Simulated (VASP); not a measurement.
SbPt: single point with r2SCAN

Crystal: SbPt.

```
Sb Pt
1.0
     4.17712    0.00000    0.00000
    -2.08856    3.61749    0.00000
     0.00000    0.00000    5.53298
Sb Pt
2 2
Cartesian
  0.0000 2.4117 1.3832
  2.0886 1.2058 4.1497
  0.0000 0.0000 0.0000
  0.0000 0.0000 2.7665
```

```yaml
Program: VASP 6.6.1
Task: single point
Functional: r2SCAN
Potentials_or_basis: VASP PAW PBE potentials, release 64 (Sb, Pt)
Cutoff: 520 eV
k_mesh: 9 × 9 × 6
Occupations: fermi-dirac, width 0.1 eV
Spin: no spin polarisation
```

```json
{
  "Pressure": "-0.1 GPa",
  "Band gap on the k mesh": "zero (bands 15 and 16 overlap by 4.22 eV)"
}
```

Levels at points of the mesh, in eV from the Fermi level:
| k point | band 11 | band 12 | band 13 | band 14 | band 15 | band 16 | band 17 | band 18 | band 19 | band 20 |
| --- | --- | --- | --- | --- | --- | --- | --- | --- | --- | --- |
| (0.00, 0.00, 0.00) | -2.24 | -2.24 | -0.12 | -0.12 | 0.71 | 2.39 | 2.76 | 3.67 | 3.67 | 3.85 |
| (0.00, 0.00, 0.50) | -3.72 | -3.72 | -1.17 | -1.17 | 2.38 | 2.38 | 2.38 | 2.38 | 5.53 | 5.53 |

Run time: 2.2 min on 1 thread of Intel(R) Xeon(R) 6975P-C (Granite Rapids) (shared host), peak memory 0.26 GiB.

Caveat: the PAW data sets were made with another functional, which shifts forces and pressure a little; spin-orbit coupling is left out, which moves the levels of the heavy elements.
